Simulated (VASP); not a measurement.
# F (P6/mmm) in VASP: further runs, part 2 of 2

VASP 6.6.1. The steps go on from the part before.

## (4) Relaxation of cell and atoms, PBE, target pressure 23 GPa, at which the enthalpy is minimised

File INCAR:

```
ALGO = Normal
EDIFF = 1E-7
EDIFFG = -0.005
ENCUT = 600
GGA = PE
IBRION = 2
ISIF = 3
ISMEAR = -1
LASPH = T
LCHARG = F
LREAL = F
LWAVE = F
NELM = 60
NSW = 32
PREC = Accurate
PSTRESS = 230.0
SIGMA = 0.08
```

File KPOINTS:

```
k-points
0
Gamma
  9 9 13
```

File POSCAR:

```
F
1.0
    4.2218446294      0.0000000000      0.0000000000
   -2.1109223147      3.6562246999      0.0000000000
    0.0000000000      0.0000000000      1.6792633686
F
3
Direct
    0.0000000000      0.0000000000      0.0000000000
    0.3333333333      0.6666666667      0.5000000000
    0.6666666667      0.3333333333      0.5000000000
```

Potentials or basis: VASP PAW PBE potentials, release 64 (F).

Command:

```sh
> cat potpaw_PBE.64/F/POTCAR > POTCAR
> mpirun -np 1 vasp_std > vasp.out
```

OUTCAR:

```text
EDIFF = 1E-7
   EDIFFG = -0.005
   ENCUT = 600
   GGA = PE
   IBRION = 2
   ISIF = 3
   ISMEAR = -1
   LASPH = T
   LREAL = F
   NELM = 60
   NSW = 32
   PREC = Accurate
   PSTRESS = 230.0

 ion  position               nearest neighbor table
   1  0.000  0.000  0.000-
   2  0.333  0.667  0.500-
   3  0.667  0.333  0.500-

  LATTYP: Found a hexagonal cell.
 ALAT       =     4.2218446294
 C/A-ratio  =     0.3977558428

  Lattice vectors:

 A1 = (   4.2218446294,   0.0000000000,   0.0000000000)
 A2 = (  -2.1109223147,   3.6562246999,   0.0000000000)
 A3 = (   0.0000000000,   0.0000000000,   1.6792633686)

Analysis of symmetry for initial positions (statically):
=====================================================================
 Subroutine PRICEL returns:
 Original cell was already a primitive cell.

 Routine SETGRP: Setting up the symmetry group for a
 hexagonal supercell.

 Subroutine GETGRP returns: Found 24 space group operations
 (whereof 24 operations were pure point group operations)
 out of a pool of 24 trial point group operations.

The static configuration has the point symmetry D_6h.

[... 172 lines left out ...]
  in kB      222.4849996    222.4849996    221.5828827      0.0000000      0.0000000      0.0000000
  external PRESSURE =      -7.8157060 kB  Pullay stress =     230.0000000 kB
[... 104 lines left out ...]
--------------------------------------- Ionic step        4  -------------------------------------------

 number of electron      21.0000013 magnetization

 Free energy of the ion-electron system (eV)
  ---------------------------------------------------
  ext. energy  EPLUGINS =         0.00000000
  ---------------------------------------------------
  free energy    TOTEN  =        -3.89958986 eV

  energy without entropy =       -3.83502829  energy(sigma->0) =       -3.86730908

 E-fermi :  -1.4891     XC(G=0): -10.9831

 val. band max:       -1.4993434496   @ k =   0.2222   0.2222   0.3846
 cond. band min:      -1.4610386375   @ k =   0.2222   0.1111   0.3846
 fundamental gap:      0.0383048120
 Fermi energy:        -1.4890636692

 k-point     1 :       0.0000    0.0000    0.0000
  band No.  band energies     occupation
      1     -25.9456      2.00000
      2     -24.7575      2.00000
      3     -24.5189      2.00000
      4      -6.0523      2.00000
      5      -6.0523      2.00000
      6      -5.8308      2.00000
      7      -5.8308      2.00000
      8      -3.0783      2.00000
      9      -3.0783      2.00000
     10       2.3397      0.00000
     11       2.4557      0.00000
     12       2.8005      0.00000
     13      11.5183      0.00000
     14      18.9979      0.00000
[... 377 lines left out ...]
      1     -25.0215      2.00000
      2     -25.0215      2.00000
      3     -24.6794      2.00000
      4      -6.1668      2.00000
      5      -6.0001      2.00000
      6      -6.0001      2.00000
      7      -3.6299      2.00000
      8      -3.4897      2.00000
      9      -3.4897      2.00000
     10       1.7286      0.00000
     11       1.7286      0.00000
     12       2.1107      0.00000
     13      15.9346      0.00000
     14      15.9353      0.00000

 [... further k-points ...]

------------------------ aborting loop because EDIFF is reached ----------------------------------------

  FORCE on cell =-STRESS in cart. coord.  units (eV):
  Direction    XX          YY          ZZ          XY          YZ          ZX
  --------------------------------------------------------------------------------------
  -------------------------------------------------------------------------------------
  Total        3.6962154      3.6962154      3.6989952      0.0000000     -0.0000000     -0.0000000
  in kB      229.9540664    229.9540664    230.1270041      0.0000000     -0.0000000     -0.0000000
  external PRESSURE =       0.0117123 kB  Pullay stress =     230.0000000 kB
[... 22 lines left out ...]
  energy  without entropy=       -3.8350282904  energy(sigma->0) =       -3.86730908

  enthalpy is  TOTEN    =        -0.2026361266 eV   P V=        3.6969537335

 reached required accuracy - stopping structural energy minimisation
```

CONTCAR:

```text
F
   1.00000000000000
     4.2095835207895025    0.0000000000000000    0.0000000000000000
    -2.1047917603947512    3.6456062683667967    0.0000000000000000
     0.0000000000000000    0.0000000000000000    1.6781001219732576
  F
     3
Direct
     0.0000000000000000    0.0000000000000000    0.0000000000000000
     0.3333333332999970    0.6666666667000030    0.5000000000000000
     0.6666666667000030    0.3333333332999970    0.5000000000000000

  0.00000000E+00  0.00000000E+00  0.00000000E+00
  0.00000000E+00  0.00000000E+00  0.00000000E+00
  0.00000000E+00  0.00000000E+00  0.00000000E+00
```

Run time: 56 s. Hardware: 1 thread of AMD EPYC 9R45 (Zen 5), shared host; peak memory 0.13 GiB.

Results:

```
Free energy                                            : -3.8996 eV
Relaxed volume                                         : 8.58 Å³/atom
Relaxed cell                                           : a = 4.210 Å, b = 4.210 Å, c = 1.678 Å, α = 90.00°, β = 90.00°, γ = 120.00°
Space group after relaxing (to 0.05 Å)                 : P6/mmm (No. 191)
Energy change on relaxing (the enthalpy is what falls) : +7.9 meV/atom
Ionic steps                                            : 4
Pressure after relaxing                                : 23.0 GPa
```

The path:
```
step  energy change (eV)  largest force (eV/Å)  pressure (GPa)  volume (Å³)
   1              0.0000                0.0000           22.22        25.92
   2              0.0224                0.0000           23.32        25.76
   3              0.0154                0.0000           22.97        25.81
   4              0.0237                0.0000           23.00        25.75
```

Final structure:
```xyz
3
Lattice="4.2096 0.0000 0.0000 -2.1048 3.6456 0.0000 0.0000 0.0000 1.6781" Properties=species:S:1:pos:R:3 pbc="T T T"
F     0.0000    0.0000    0.0000
F     0.0000    2.4304    0.8391
F     2.1048    1.2152    0.8391
```

Levels at points of the mesh, in eV from the Fermi level:
```tsv
k point	band 8	band 9	band 10	band 11	band 12	band 13
(0.00, 0.00, 0.00)	-1.59	-1.59	3.83	3.94	4.29	13.01
```

Caveat: the cell is relaxed towards a set pressure, so the enthalpy falls and the energy may rise; an odd number of electrons without spin polarisation forces a metal; a magnetic or distorted state may lie lower.

## (5) Overview

```csv
task,cell,cutoff (eV),gap on the mesh (eV),pressure (GPa)
single point,"a = 4.221, b = 4.221, c = 1.678 Å, angles 90.0, 90.0, 120.0°, 3 atoms",520,none,22.3
single point,"a = 4.222, b = 4.222, c = 1.679 Å, angles 90.0, 90.0, 120.0°, 3 atoms",520,none,22.1
relaxation of cell and atoms,"relaxed to 23 GPa from a = 4.222, b = 4.222, c = 1.679 Å, angles 90.0, 90.0, 120.0°, 3 atoms",600,none,23.0
```

Alike in all rows: level PBE; potentials or basis VASP PAW PBE potentials, release 64 (F); no spin polarisation; k mesh 9 × 9 × 13; smearing fermi-dirac 0.08 eV.

Caveats: an odd number of electrons without spin polarisation forces a metal; a magnetic or distorted state may lie lower; the cell is relaxed towards a set pressure, so the enthalpy falls and the energy may rise (some runs).

Absolute energies hang on the potentials; compare differences alone.
